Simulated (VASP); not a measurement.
A run of VASP 6.6.1 is set up as follows.

INCAR

```
SYSTEM = WC
ALGO     = Normal         ! electronic algorithm
EDIFF    = 1E-6           ! SCF threshold, eV
ENCUT    = 600            ! plane-wave cutoff, eV
GGA      = PS             ! functional
GGA_COMPAT= .False.      
ISIF     = 2              ! what is computed and relaxed
ISMEAR   = 0              ! smearing method
LASPH    = .True.         ! aspherical terms in the spheres
LCHARG   = .False.        ! write CHGCAR
LREAL    = .False.        ! projectors in reciprocal space
LWAVE    = .False.        ! write WAVECAR
NBANDS   = 16             ! bands
NELM     = 120            ! most SCF steps
PREC     = Accurate       ! precision mode
SIGMA    = 0.1            ! smearing width, eV
```

The input KPOINTS:

```
k-points
0
Gamma
  16 16 16
  0 0 0
```

The input POSCAR:

```
WC
1.0
    0.0000000000      2.1726686273      2.1726686273
    2.1726686273      0.0000000000      2.1726686273
    2.1726686273      2.1726686273      0.0000000000
W C
1 1
Direct
    0.5000000000      0.5000000000      0.5000000000
    0.0000000000      0.0000000000      0.0000000000
```

Potentials or basis: VASP PAW PBE potentials, release 64 (W_sv, C).

Command:

```sh
$ cat potpaw_PBE.64/W_sv/POTCAR potpaw_PBE.64/C/POTCAR > POTCAR
$ mpirun -np 1 vasp_std > vasp.out
```

Estimate the band gap on the k mesh.

zero (band 9 reaches 13.78 eV, above the bottom of band 10 at 10.53 eV).

Estimate the pressure.

1.1 GPa.

Caveat: the PAW data sets were made with another functional, which shifts forces and pressure a little; spin-orbit coupling is left out, which moves the levels of the heavy elements.
